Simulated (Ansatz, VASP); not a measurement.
## CdTe in VASP and in Ansatz

File POSCAR:

```
CdTe
1.0
    0.0000000000      3.2050000000      3.2050000000
    3.2050000000      0.0000000000      3.2050000000
    3.2050000000      3.2050000000      0.0000000000
Te Cd
1 1
Direct
    0.7500000000      0.7500000000      0.7500000000
    0.0000000000      0.0000000000      0.0000000000
```

Contents of INCAR.step1:

```
PREC = Accurate ; ENCUT = 520
EDIFF = 1E-5 ; ISMEAR = -1
SIGMA = 0.05 ; LREAL = F
LASPH = T ; NELM = 60
ALGO = Normal ; ISIF = 2
LWAVE = T ; NBANDS = 16
GGA = PE
```

The input INCAR.step2:

```
PREC = Accurate ; ENCUT = 520
EDIFF = 1E-7 ; ISMEAR = -1
SIGMA = 0.05 ; LREAL = F
LASPH = T ; NELM = 60
ALGO = Normal ; ISIF = 2
LWAVE = F ; LCHARG = T
GGA = PE ; LHFCALC = T
AEXX = 0.25 ; PRECFOCK = Normal
LELF = T ; LVHAR = T
NBANDS = 16 ; ISTART = 1
```

KPOINTS

```
Automatic mesh
0
Gamma
  4 4 4
```

input.yaml

```yaml
crystal:
  lattice:
    - [0.0, 3.205, 3.205]
    - [3.205, 0.0, 3.205]
    - [3.205, 3.205, 0.0]
  atoms:
    - { symbol: Te, position: [0.75, 0.75, 0.75] }
    - { symbol: Cd, position: [0.0, 0.0, 0.0] }
kpoints:
  mp_grid: { grid: [4, 4, 4] }
scf:
  occupations: { method: fermi_dirac, width: 0.05 }
hamiltonian:
  xc: pbe0
  pseudopotentials: { kind: all_electron, datasets: crystal }
output:
  forces: true
  stress: true
```

Alike in both runs: task single point; functional PBE0; k mesh 4 × 4 × 4; occupations fermi-dirac, width 0.05 eV; no spin polarisation.

```csv
,VASP,Ansatz
version,VASP 6.6.1,Ansatz 0.2.0
potentials or method,"VASP PAW PBE potentials, release 64 (Te, Cd), cutoff 520 eV",all-electron PAW datasets made for the crystal
```

Ansatz gave:

```
gap on the k mesh at the Fermi level (eV) : 2.41
least direct gap on the mesh (eV)         : 2.41
pressure (GPa)                            : 3.4
```

Q: Which values does VASP return?

A: gap on the k mesh at the Fermi level (eV): 2.36; least direct gap on the mesh (eV): 2.36; pressure (GPa): 3.4.

Ansatz ran all-electron here, and VASP with PAW potentials.

The k mesh is coarse, so the values compare programs but aren't converged. Spin-orbit coupling is off throughout.
